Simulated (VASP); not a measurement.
Wanted: the native input for a VASP 6.6.1 run.

```
Task                   : single point
Functional             : PBE
Potentials or basis    : VASP PAW PBE potentials, release 64 (Ti_sv, Al)
Cutoff                 : 520 eV
k mesh                 : 1 × 1 × 1
Occupations            : gaussian, width 0.1 eV
Spin                   : no spin polarisation
Dipole correction      : no
Further INCAR settings : LREAL = Auto; ALGO = Normal; EDIFF = 1e-07; NBANDS = 68
```

The structure of TiAl3 lies in POSCAR:

```
TiAl3
1.0
    5.7680202884      1.9226734295     -4.3114047960
   -1.9226734295      5.7680202884      4.3114047960
    1.9226734295     -5.7680202884      4.3114047960
Ti Al
5 15
Direct
    0.4000000000      0.8000000000      0.6000000000
    0.6000000000      0.2000000000      0.4000000000
    0.0000000000      1.0000000000      0.0000000000
    0.8000000000      0.6000000000      0.2000000000
    0.2000000000      0.4000000000      0.8000000000
    1.0000000000      0.5000000000      0.5000000000
    0.2000000000      0.9000000000      0.3000000000
    0.6000000000      0.7000000000      0.9000000000
    0.4000000000      0.3000000000      0.1000000000
    0.8000000000      0.1000000000      0.7000000000
    0.1000000000      0.4500000000      0.1500000000
    0.3000000000      0.8500000000      0.9500000000
    0.7000000000      0.6500000000      0.5500000000
    0.5000000000      0.2500000000      0.7500000000
    0.9000000000      0.0500000000      0.3500000000
    0.3000000000      0.3500000000      0.4500000000
    0.5000000000      0.7500000000      0.2500000000
    0.9000000000      0.5500000000      0.8500000000
    0.7000000000      0.1500000000      0.0500000000
    0.1000000000      0.9500000000      0.6500000000
```

These files were run (other wordings do the same):

INCAR

```
SYSTEM = TiAl3
PREC     = Accurate       ! precision mode
ENCUT    = 520            ! plane-wave cutoff, eV
EDIFF    = 1E-7           ! SCF threshold, eV
ISMEAR   = 0              ! smearing method
SIGMA    = 0.1            ! smearing width, eV
LREAL    = Auto         
LASPH    = .True.         ! aspherical terms in the spheres
NELM     = 80             ! most SCF steps
ALGO     = Normal         ! electronic algorithm
ISIF     = 2              ! what is computed and relaxed
LWAVE    = .False.        ! write WAVECAR
LCHARG   = .False.        ! write CHGCAR
GGA      = PE             ! functional
NBANDS   = 68             ! bands
```

KPOINTS

```
Automatic mesh
0
Gamma
  1 1 1
  0 0 0
```

Potentials or basis: VASP PAW PBE potentials, release 64 (Ti_sv, Al).

The run is started by

```bash
$ cat potpaw_PBE.64/Ti_sv/POTCAR potpaw_PBE.64/Al/POTCAR > POTCAR
$ mpirun -np 1 vasp_gam > vasp.out
```

It gave:

| Item | Value |
| --- | --- |
| Pressure | -1.6 GPa |

Caveat: the k points lie up to 1.03 Å⁻¹ apart.

Wall time 2.2 min on 1 thread of Intel Xeon 6975P-C (shared host), peak memory 0.38 GiB.
